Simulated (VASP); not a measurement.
Set up this calculation in VASP 6.6.1, as the native input.

```
Task                   : single point
Functional             : r2SCAN
Potentials or basis    : VASP PAW PBE potentials, release 64 (P)
Cutoff                 : 520 eV
k mesh                 : 12 × 12 × 12
Occupations            : gaussian, width 0.15 eV
Spin                   : no spin polarisation
Dipole correction      : no
Further INCAR settings : ALGO = Normal; EDIFF = 1e-06; NBANDS = 8
```

P:

```
P
1.0
     4.40109    0.00000    0.00000
     0.00000    4.40109    0.00000
     0.00000    0.00000    4.24666
P
1
Direct
  0.00000 0.00000 0.00000
```

This cell differs from its parent crystal: strain +0.030 along x and y, -0.030 along z.

These files were run (other wordings do the same):

POSCAR

```
P
1.0
    4.4010920031      0.0000000000      0.0000000000
    0.0000000000      4.4010920031      0.0000000000
    0.0000000000      0.0000000000      4.2466600000
P
1
Direct
    0.0000000000      0.0000000000      0.0000000000
```

INCAR.step1

```
SYSTEM = P
PREC = Accurate
ENCUT = 520
ISMEAR = 0
SIGMA = 0.15
LREAL = .False.
LASPH = .True.
NELM = 80
NBANDS = 8
GGA = PE
ALGO = Normal
EDIFF = 1E-4
LWAVE = .True.
LCHARG = .False.
```

INCAR.step2

```
SYSTEM = P
PREC = Accurate
ENCUT = 520
EDIFF = 1E-6
ISMEAR = 0
SIGMA = 0.15
LREAL = .False.
LASPH = .True.
NELM = 80
ALGO = Normal
ISIF = 2
LWAVE = .False.
LCHARG = .False.
METAGGA = R2SCAN
LMIXTAU = .True.
NBANDS = 8
ISTART = 1
```

KPOINTS

```
regular mesh
0
Gamma
  12 12 12
  0 0 0
```

Potentials or basis: VASP PAW PBE potentials, release 64 (P).

Launch:

```console
$ cat potpaw_PBE.64/P/POTCAR > POTCAR
$ cp INCAR.step1 INCAR
$ mpirun -np 1 vasp_std > vasp.out
$ cp INCAR.step2 INCAR
$ mpirun -np 1 vasp_std > vasp.out
```

Results of the run:

```yaml
Pressure: -3.7 GPa
Band_gap_on_the_k_mesh: zero (an odd number of electrons rules out a gap without spin polarisation)
```

Caveat: the cell differs from its parent crystal (strain +0.030 along x and y, -0.030 along z); the cell stands under tension; the nearest neighbours stand farther apart than a usual bond; the PAW data sets were made with another functional, which shifts forces and pressure a little; an odd number of electrons without spin polarisation forces a metal; a magnetic or distorted state may lie lower.

It took 4.3 min on 1 thread of Oxide Virtual Turin-like Processor (shared host), peak memory 0.23 GiB.
